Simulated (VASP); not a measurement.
# Cs2AgBiBr6 (Fm-3m) in VASP: settings compared

Aim: see how the results for Cs2AgBiBr6 move with the level of theory and the settings. Levels: PBE, r2SCAN. Tasks: single point.

All numbers are computed with VASP 6.6.1; they aren't measurements. Logs are shortened: lines on timing, memory, paths and dates and some standing lists are left out, and cuts for length are marked.

## Step 1: The cell of the first run

It takes space group Fm-3m (No. 225, cubic). The conventional cell has a = 11.484 Å, b = 11.484 Å, c = 11.484 Å, α = 90.00°, β = 90.00°, γ = 90.00°. Within 5.3 Å of Cs (site symmetry -43m) lie 12 Br at 4.06 Å and 4 Ag at 4.97 Å and 4 Bi at 4.97 Å. Within 3.8 Å of Ag (site symmetry m-3m) lie 6 Br at 2.86 Å. Bi (site symmetry m-3m) has 6 Br at 2.89 Å within 3.8 Å. Within 3.8 Å of Br (site symmetry 4mm) lie 1 Ag at 2.86 Å and 1 Bi at 2.89 Å.

## Step 2: Single point, PBE

File INCAR:

```
SYSTEM = Cs2AgBiBr6
ALGO     = Normal         ! electronic algorithm
EDIFF    = 1E-7           ! SCF threshold, eV
ENCUT    = 520            ! plane-wave cutoff, eV
GGA      = PE             ! functional
ISIF     = 2              ! what is computed and relaxed
ISMEAR   = 0              ! smearing method
LASPH    = .TRUE.         ! aspherical terms in the spheres
LCHARG   = .TRUE.         ! write CHGCAR
LELF     = .TRUE.         ! ELF
LREAL    = .FALSE.        ! projectors in reciprocal space
LVHAR    = .TRUE.       
LWAVE    = .FALSE.        ! write WAVECAR
NBANDS   = 54             ! bands
NELM     = 80             ! most SCF steps
PREC     = Accurate       ! precision mode
SIGMA    = 0.02           ! smearing width, eV
```

File KPOINTS:

```
k-points
0
G
  4 4 4
  0 0 0
```

File POSCAR:

```
Cs2AgBiBr6
1.0
    0.0000000000      5.7420017631      5.7420017631
    5.7420017631      0.0000000000      5.7420017631
    5.7420017631      5.7420017631      0.0000000000
Cs Ag Bi Br
2 1 1 6
Direct
    0.2500000000      0.2500000000      0.2500000000
    0.7500000000      0.7500000000      0.7500000000
    0.5000000000      0.5000000000      0.5000000000
    0.0000000000      0.0000000000      0.0000000000
    0.2513068362      0.7486931638      0.2513068362
    0.2513068362      0.7486931638      0.7486931638
    0.7486931638      0.2513068362      0.7486931638
    0.7486931638      0.2513068362      0.2513068362
    0.2513068362      0.2513068362      0.7486931638
    0.7486931638      0.7486931638      0.2513068362
```

Potentials or basis: VASP PAW PBE potentials, release 64 (Cs_sv, Ag, Bi_d, Br).

Run with:

```
> cat potpaw_PBE.64/Cs_sv/POTCAR potpaw_PBE.64/Ag/POTCAR potpaw_PBE.64/Bi_d/POTCAR potpaw_PBE.64/Br/POTCAR > POTCAR
> mpirun -np 1 vasp_std > vasp.out
```

OUTCAR:

```text
SYSTEM = Cs2AgBiBr6
   EDIFF = 1E-7
   ENCUT = 520
   GGA = PE
   ISIF = 2
   ISMEAR = 0
   LASPH = .TRUE.
   LREAL = .FALSE.
   NELM = 80
   PREC = Accurate

 ion  position               nearest neighbor table
   1  0.250  0.250  0.250-
   2  0.750  0.750  0.750-
   3  0.500  0.500  0.500-   5 2.86   6 2.86   7 2.86   8 2.86   9 2.86  10 2.86
   4  0.000  0.000  0.000-   5 2.89   6 2.89   7 2.89   8 2.89   9 2.89  10 2.89
   5  0.251  0.749  0.251-   3 2.86   4 2.89
   6  0.251  0.749  0.749-   3 2.86   4 2.89
   7  0.749  0.251  0.749-   3 2.86   4 2.89
   8  0.749  0.251  0.251-   3 2.86   4 2.89
   9  0.251  0.251  0.749-   3 2.86   4 2.89
  10  0.749  0.749  0.251-   3 2.86   4 2.89

  LATTYP: Found a face centered cubic cell.
 ALAT       =    11.4840035262

  Lattice vectors:

 A1 = (   0.0000000000,   5.7420017631,   5.7420017631)
 A2 = (   5.7420017631,   0.0000000000,   5.7420017631)
 A3 = (   5.7420017631,   5.7420017631,   0.0000000000)

Analysis of symmetry for initial positions (statically):
=====================================================================
 Subroutine PRICEL returns:
 Original cell was already a primitive cell.

 Routine SETGRP: Setting up the symmetry group for a
 face centered cubic supercell.

 Subroutine GETGRP returns: Found 48 space group operations
 (whereof 48 operations were pure point group operations)
 out of a pool of 48 trial point group operations.

The static configuration has the point symmetry O_h .

Analysis of symmetry for dynamics (positions and initial velocities):
=====================================================================
 Subroutine PRICEL returns:
 Original cell was already a primitive cell.

 Routine SETGRP: Setting up the symmetry group for a
 face centered cubic supercell.

 Subroutine GETGRP returns: Found 48 space group operations
 (whereof 48 operations were pure point group operations)
 out of a pool of 48 trial point group operations.

The dynamic configuration has the point symmetry O_h .

 Subroutine INISYM returns: Found 48 space group operations
 (whereof 48 operations are pure point group operations),
 and found     1 'primitive' translations

[... 95 lines left out ...]
   EDIFFG = 0.1E-05   stopping-criterion for IOM
   NSW    =      0    number of steps for IOM
   IBRION =     -1    ionic relax: 0-MD 1-quasi-New 2-CG
   NFREE  =      0    steps in history (QN), initial steepest desc. (CG)
   ISIF   =      2    stress and relaxation
   ISYM   =      2    0-nonsym 1-usesym 2-fastsym
   POTIM  = 0.5000    time-step for ionic-motion
   TEBEG  =    0.0;   TEEND  =   0.0 temperature during run
   PSTRESS=    0.0 pullay stress
   NELECT =      86.0000    total number of electrons
   NUPDOWN=      -1.0000    fix difference up-down
   EMIN   =  10.00;   EMAX   =-10.00  energy-range for DOS
   EFERMI =   0.00;   METHOD = LEGACY
   ISMEAR =     0;   SIGMA  =   0.02  broadening in eV -4-tet -1-fermi 0-gaus
   EFERMI_NEDOS =   21; number of points for ismear=-14 and -15
   IALGO  =     38    algorithm
   IMIX   =      4    mixing-type and parameters
     AMIX     =   0.40;   BMIX     =  1.00
     AMIX_MAG =   1.60;   BMIX_MAG =  1.00
  volume/ion in A,a.u.               =      37.86       255.52
  Fermi-wavevector in a.u.,A,eV,Ry     =   0.998852  1.887556 13.574596  0.997705
  Thomas-Fermi vector in A             =   2.131103
   LORBIT       =      0    0 simple, 1 ext, 2 COOP (PROOUT), +10 PAW based schemes
   GGA     = PE    functional components
   LHFCALC =     F    Hartree Fock is set to
   AEXX    =    0.0000 exact exchange contribution
   IVDW    =     0    specifies the selected vdW correction
   LEPSILON=     F    determine dielectric tensor
   LRPA    =     F    only Hartree local field effects (RPA)
 non-spin polarized calculation
 Gauss-broadening in eV      SIGMA  =   0.02
  energy-cutoff  :      520.00
  volume of cell :      378.63
 maximum number of plane-waves:     10204
   NGX = 31   NGY = 31   NGZ = 31

 number of electron      85.9999991 magnetization

 Free energy of the ion-electron system (eV)
  ---------------------------------------------------
  ext. energy  EPLUGINS =         0.00000000
  ---------------------------------------------------
  free energy    TOTEN  =       -29.61640124 eV

  energy without entropy =      -29.61640124  energy(sigma->0) =      -29.61640124

 E-fermi :   0.8936     XC(G=0):  -7.8757

 val. band max:        0.7597006629   @ k =   0.5000   0.5000   0.0000
 cond. band min:       2.0906925065   @ k =   0.5000   0.0000   0.0000
 fundamental gap:      1.3309918436
 Fermi energy:         0.8935973652

 k-point     1 :       0.0000    0.0000    0.0000
  band No.  band energies     occupation
      1     -22.2509      2.00000
      2     -22.2509      2.00000
      3     -22.2281      2.00000
      4     -22.2281      2.00000
      5     -22.2281      2.00000
      6     -19.8695      2.00000
[... 445 lines left out ...]
     53       6.9495      0.00000
     54       7.2861      0.00000

------------------------ aborting loop because EDIFF is reached ----------------------------------------

  FORCE on cell =-STRESS in cart. coord.  units (eV):
  Direction    XX          YY          ZZ          XY          YZ          ZX
  --------------------------------------------------------------------------------------
  -------------------------------------------------------------------------------------
  Total       -0.0904844     -0.0904844     -0.0904844     -0.0000000     -0.0000000     -0.0000000
  in kB       -0.3828816     -0.3828816     -0.3828816     -0.0000000     -0.0000000     -0.0000000
  external PRESSURE =      -0.3828816 kB  Pullay stress =       0.0000000 kB

 VOLUME and BASIS-vectors are now :
 -----------------------------------------------------------------------------
  energy-cutoff  :      520.00
  volume of cell :      378.63
      direct lattice vectors                 reciprocal lattice vectors
     0.000000000  5.742001763  5.742001763    -0.087077647  0.087077647  0.087077647
     5.742001763  0.000000000  5.742001763     0.087077647 -0.087077647  0.087077647
     5.742001763  5.742001763  0.000000000     0.087077647  0.087077647 -0.087077647

 POSITION                                       TOTAL-FORCE (eV/Angst)
 -----------------------------------------------------------------------------------
      2.87100      2.87100      2.87100         0.000000      0.000000      0.000000
      8.61300      8.61300      8.61300        -0.000000      0.000000     -0.000000
      5.74200      5.74200      5.74200        -0.000000     -0.000000      0.000000
      0.00000      0.00000      0.00000        -0.000000     -0.000000      0.000000
      5.74200      2.88601      5.74200        -0.000000      0.002594      0.000000
      8.59799      5.74200      5.74200        -0.002594     -0.000000      0.000000
      5.74200      8.59799      5.74200        -0.000000     -0.002594      0.000000
      2.88601      5.74200      5.74200         0.002594     -0.000000      0.000000
      5.74200      5.74200      2.88601        -0.000000     -0.000000      0.002594
      5.74200      5.74200      8.59799        -0.000000     -0.000000     -0.002594
 -----------------------------------------------------------------------------------
    total drift:                               -0.000000     -0.000000      0.000000

  FREE ENERGIE OF THE ION-ELECTRON SYSTEM (eV)
  ---------------------------------------------------
  free  energy   TOTEN  =       -29.6164012442 eV

  energy  without entropy=      -29.6164012442  energy(sigma->0) =      -29.61640124
```

stdout:

```text
POSCAR found type information on POSCAR CsAgBiBr
 POSCAR found :  4 types and      10 ions
 scaLAPACK will be used
 LDA part: xc-table for (Slater+PW92), standard interpolation
 POSCAR, INCAR and KPOINTS ok, starting setup
 FFT: planning ... GRIDC
 FFT: planning ... GRID_SOFT
 FFT: planning ... GRID
 WAVECAR not read
 entering main loop
```

It took 1.9 min on 1 thread of Intel Xeon 6975P-C (Granite Rapids), shared host; peak memory 0.58 GiB.

Results:

```
Free energy            : -29.6164 eV
Pressure               : 0.0 GPa
Band gap on the k mesh : 1.33 eV (least direct gap 2.38 eV)
```

Forces on the atoms (eV/Å):
```
Cs   0.000  0.000  0.000
Cs   0.000  0.000  0.000
Ag   0.000  0.000  0.000
Bi   0.000  0.000  0.000
Br   0.000  0.003  0.000
Br  -0.003  0.000  0.000
Br   0.000 -0.003  0.000
Br   0.003  0.000  0.000
Br   0.000  0.000  0.003
Br   0.000  0.000 -0.003
```

Caveat: spin-orbit coupling is left out, which moves the levels of the heavy elements. A k mesh can miss the band edges.

## Step 3: Single point, r2SCAN

File POSCAR:

```
Cs2AgBiBr6
1.0
    0.0000000000      5.7420113531      5.7420113531
    5.7420113531      0.0000000000      5.7420113531
    5.7420113531      5.7420113531      0.0000000000
Cs Ag Bi Br
2 1 1 6
Direct
    0.2500000000      0.2500000000      0.2500000000
    0.7500000000      0.7500000000      0.7500000000
    0.5000000000      0.5000000000      0.5000000000
    0.0000000000      0.0000000000      0.0000000000
    0.2513063765      0.7486936235      0.2513063765
    0.2513063765      0.7486936235      0.7486936235
    0.7486936235      0.2513063765      0.7486936235
    0.7486936235      0.2513063765      0.2513063765
    0.2513063765      0.2513063765      0.7486936235
    0.7486936235      0.7486936235      0.2513063765
```

File INCAR.step1:

```
SYSTEM = Cs2AgBiBr6
PREC = Accurate ; ENCUT = 520
ISMEAR = 0 ; SIGMA = 0.02
LREAL = .FALSE. ; LASPH = .TRUE.
NELM = 80 ; NBANDS = 54
GGA = PE ; ALGO = Normal
EDIFF = 1E-4 ; LWAVE = .TRUE.
LCHARG = .FALSE.
```

File INCAR.step2:

```
SYSTEM = Cs2AgBiBr6
PREC = Accurate ; ENCUT = 520
EDIFF = 1E-7 ; ISMEAR = 0
SIGMA = 0.02 ; LREAL = .FALSE.
LASPH = .TRUE. ; NELM = 80
ALGO = Normal ; ISIF = 2
LWAVE = .FALSE. ; LCHARG = .TRUE.
METAGGA = R2SCAN ; LMIXTAU = .TRUE.
LELF = .TRUE. ; LVHAR = .TRUE.
NBANDS = 54 ; ISTART = 1
```

File KPOINTS:

```
Automatic mesh
0
G
  4 4 4
  0 0 0
```

Potentials or basis: VASP PAW PBE potentials, release 64 (Cs_sv, Ag, Bi_d, Br).

Run with:

```
> cat potpaw_PBE.64/Cs_sv/POTCAR potpaw_PBE.64/Ag/POTCAR potpaw_PBE.64/Bi_d/POTCAR potpaw_PBE.64/Br/POTCAR > POTCAR
> cp INCAR.step1 INCAR
> mpirun -np 1 vasp_std > vasp.out
> cp INCAR.step2 INCAR
> mpirun -np 1 vasp_std > vasp.out
```

It took 7.4 min on 1 thread of Intel Xeon 6975P-C (Granite Rapids), shared host; peak memory 0.64 GiB.

It converged, with:

* Free energy: -222.4900 eV
* Pressure: -0.9 GPa
* Largest force: 0.052 eV/Å
* Band gap on the k mesh: 1.71 eV (least direct gap 2.78 eV)

Forces on the atoms (eV/Å):
```
Cs   0.000  0.000  0.000
Cs   0.000  0.000  0.000
Ag   0.000  0.000  0.000
Bi   0.000  0.000  0.000
Br   0.000 -0.052  0.000
Br   0.052  0.000  0.000
Br   0.000  0.052  0.000
Br  -0.052  0.000  0.000
Br   0.000  0.000 -0.052
Br   0.000  0.000  0.052
```

Levels at points of the mesh, in eV from the valence-band top:
```
           k point  band 39  band 40  band 41  band 42  band 43  band 44  band 45  band 46  band 47  band 48
(0.00, 0.00, 0.00)    -1.10    -1.10    -1.10    -0.59    -0.59     2.68     2.68     2.68     4.25     5.21
(0.50, 0.00, 0.00)    -1.38    -1.38    -1.29    -1.12    -1.12     1.71     3.84     3.84     5.61     5.76
(0.50, 0.50, 0.00)    -1.41    -1.41    -1.11    -0.60     0.00     3.09     3.09     3.40     4.82     5.86
```

Caveat: the PAW data sets were made with another functional, which shifts forces and pressure a little; spin-orbit coupling is left out, which moves the levels of the heavy elements.
